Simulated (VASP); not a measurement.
Ti3Si: single point with r2SCAN

The system is Ti3Si.

```
Ti Si
1.0
     5.41411    0.00000    0.00000
    -2.70705    4.68876    0.00000
     0.00000    0.00000    4.34778
Ti Si
6 2
Direct
  0.34328 0.17164 0.75000
  0.82836 0.17164 0.75000
  0.82836 0.65672 0.75000
  0.65672 0.82836 0.25000
  0.17164 0.82836 0.25000
  0.17164 0.34328 0.25000
  0.33333 0.66667 0.75000
  0.66667 0.33333 0.25000
```

```json
{"Program": "VASP 6.6.1", "Task": "single point", "Functional": "r2SCAN", "Potentials or basis": "VASP PAW PBE potentials, release 64 (Ti_sv, Si)", "Cutoff": "520 eV", "k mesh": "6 × 6 × 8", "Occupations": "gaussian, width 0.1 eV", "Spin": "no spin polarisation", "Dipole correction": "no", "Further INCAR settings": "ALGO = Normal; EDIFF = 1e-06; NBANDS = 50"}
```

| Property | Result |
| --- | --- |
| Pressure | 20.6 GPa |
| Largest force | 0.015 eV/Å |
| Band gap on the k mesh | zero (bands 40 and 41 overlap by 0.47 eV) |

Forces on the atoms (eV/Å):
```
Ti  -0.013 -0.008  0.000
Ti   0.013 -0.008  0.000
Ti   0.000  0.015  0.000
Ti   0.013  0.008  0.000
Ti  -0.013  0.008  0.000
Ti   0.000 -0.015  0.000
Si   0.000  0.000  0.000
Si   0.000  0.000  0.000
```

Levels at points of the mesh, in eV from the Fermi level:
```csv
k point,band 37,band 38,band 39,band 40,band 41,band 42,band 43,band 44
"(0.00, 0.00, 0.00)",-1.70,-1.70,-0.78,-0.17,0.59,0.59,0.69,0.73
"(0.50, 0.00, 0.00)",-1.17,-0.83,-0.81,0.04,0.43,0.56,0.73,1.07
"(0.00, 0.00, 0.50)",-1.30,-1.30,-0.72,-0.72,-0.04,-0.04,-0.04,-0.04
"(0.50, 0.00, 0.50)",-0.62,-0.62,-0.36,-0.36,-0.01,-0.01,0.59,0.59
```

Wall time 15 min on 1 thread of Oxide Virtual Turin-like Processor, on a shared host, peak memory 0.27 GiB.

Caveat: the cell stands under pressure; the PAW data sets were made with another functional, which shifts forces and pressure a little.
